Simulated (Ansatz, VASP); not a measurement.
## One calculation of Ca3TlRh, two programs

```
Ca Tl Rh
1.0
     8.25938    0.00000    0.00000
    -4.12969    7.15283    0.00000
     0.00000    0.00000    5.02420
Ca Tl Rh
6 2 2
Direct
  0.72772 0.63825 0.25000
  0.36175 0.08947 0.25000
  0.91053 0.27228 0.25000
  0.27228 0.36175 0.75000
  0.63825 0.91053 0.75000
  0.08947 0.72772 0.75000
  0.66667 0.33333 0.75000
  0.33333 0.66667 0.25000
  0.00000 0.00000 0.50000
  0.00000 0.00000 0.00000
```

Change from the starting cell: the structure that the rattled cell fell into.

Alike in both runs: functional PBE; k mesh 6 × 6 × 6; occupations gaussian, width 0.1 eV; no spin polarisation.

Ansatz relaxed the structure, and its values are those at the end. VASP's run is a single point on that final structure, the one shown.

```csv
,VASP,Ansatz
version,VASP 6.6.1,Ansatz 0.2.0
potentials or method,"VASP PAW PBE potentials, release 64 (Ca_sv, Tl_d, Rh_pv), cutoff 520 eV","scalar-relativistic, plane waves, PAW"
valence electrons in the cell,116,120
```

```csv
,VASP,Ansatz,Ansatz less VASP
gap on the k mesh at the Fermi level (eV),none,none,-
pressure (GPa),0.0,0.0,-0.04
rms of the force components (eV/Å),0.001,0.004,+0.0027
```

A gap of «none» marks a metal or a gap that the smearing closes. VASP's potentials hold 116 valence electrons a cell and Ansatz's 120, so a difference there can come from the potentials and not from the codes.

Neither program's run includes spin-orbit coupling.
